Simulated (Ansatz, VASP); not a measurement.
Two plane-wave programs on Si2W

```
Si W
1.0
    -1.62713    1.62713    3.99185
     1.62713   -1.62713    3.99185
     1.62713    1.62713   -3.99185
Si W
2 1
Direct
  0.33300 0.33300 0.00000
  0.66700 0.66700 0.00000
  0.00000 0.00000 0.00000
```

Change from the starting cell: volume scaled by 1.04, PAW files.

Alike in both runs: task electric field gradients; functional PBEsol; k mesh 18 × 18 × 18; occupations fermi-dirac, width 0.03 eV; no spin polarisation.

```csv
,VASP,Ansatz
version,VASP 6.6.1,Ansatz 0.2.0
potentials or method,"VASP PAW PBE potentials, release 64 (Si, W_sv)","PAW with Ansatz's default frozen-core files, scalar-relativistic"
plane-wave cutoff (eV),520,420
valence electrons in the cell,22,22
```

|  | VASP | Ansatz | Ansatz less VASP |
| --- | --- | --- | --- |
| pressure (GPa) | -11.2 | -11.4 | -0.26 |
| traceless stress, the component that is largest in VASP (GPa) | -2.37 | -2.34 | +0.025 |
| rms of the force components (eV/Å) | 0.163 | 0.165 | +0.0016 |
| size of Vzz on the site where it differs most (V/Å²) | 117.0 | 138.5 | +21.42 |

VASP's potentials were made for PBE, not for PBEsol. Atom by atom the forces differ by 0.002 eV/Å (rms over components). The functional is the same, so the differences come from potentials, cutoffs and numerics.

Neither program's run includes spin-orbit coupling.
